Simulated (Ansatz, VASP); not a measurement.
# Hg: VASP beside Ansatz

The input INCAR:

```
SYSTEM = Hg
PREC = Accurate
ENCUT = 520
EDIFF = 1E-8
ISMEAR = -1
SIGMA = 0.05
LREAL = .FALSE.
LASPH = .TRUE.
NELM = 80
ALGO = Normal
ISIF = 2
LWAVE = .FALSE.
LCHARG = .FALSE.
GGA = PS
LEFG = .TRUE.
NBANDS = 12
```

File KPOINTS:

```
regular mesh
0
G
  12 12 12
  0 0 0
```

POSCAR

```
Hg
1.0
    3.0936050160      0.0000000000      0.0000000000
    0.0000000000      3.0936050160      0.0000000000
    0.0000000000      0.0000000000      3.0936050160
Hg
1
Direct
    0.0000000000      0.0000000000      0.0000000000
```

Input for Ansatz:

```yaml
crystal:
  lattice:
    - [3.093605016, 0.0, 0.0]
    - [0.0, 3.093605016, 0.0]
    - [0.0, 0.0, 3.093605016]
  atoms:
    - { symbol: Hg, position: [0.0, 0.0, 0.0] }
kpoints:
  mp_grid: { grid: [12, 12, 12] }
  band_path:
    path:
      - [0.0, 0.0, 0.0]
      - [0.0, 0.5, 0.0]
      - [0.5, 0.5, 0.0]
      - [0.0, 0.0, 0.0]
      - [0.5, 0.5, 0.5]
      - [0.0, 0.5, 0.0]
      - [0.5, 0.5, 0.5]
      - [0.5, 0.5, 0.0]
    npoints: 8
scf:
  occupations: { method: fermi_dirac, width: 0.05 }
hamiltonian:
  xc: pbesol
  pseudopotentials: { kind: all_electron, datasets: crystal }
output:
  forces: true
  stress: true
  eigenvalues: true
  efg: { contact_densities: true }
```

Alike in both runs: task electric field gradients; functional PBEsol; k mesh 12 × 12 × 12; occupations fermi-dirac, width 0.05 eV; no spin polarisation.

|  | VASP | Ansatz |
| --- | --- | --- |
| version | VASP 6.6.1 | Ansatz 0.2.0 |
| potentials or method | VASP PAW PBE potentials, release 64 (Hg), cutoff 520 eV | all-electron PAW with datasets made for the crystal, scalar-relativistic |

Ansatz gave:

| Item | Value |
| --- | --- |
| gap on the k mesh at the Fermi level (eV) | none |
| pressure (GPa) | -3.4 |

Q: Estimate VASP's values.

A: gap on the k mesh at the Fermi level (eV): none; pressure (GPa): -3.2.

VASP's potentials were made for PBE, not for PBEsol. A gap of «none» marks a metal or a gap that the smearing closes. Ansatz ran all-electron here, and VASP with PAW potentials.

Neither program's run includes spin-orbit coupling.
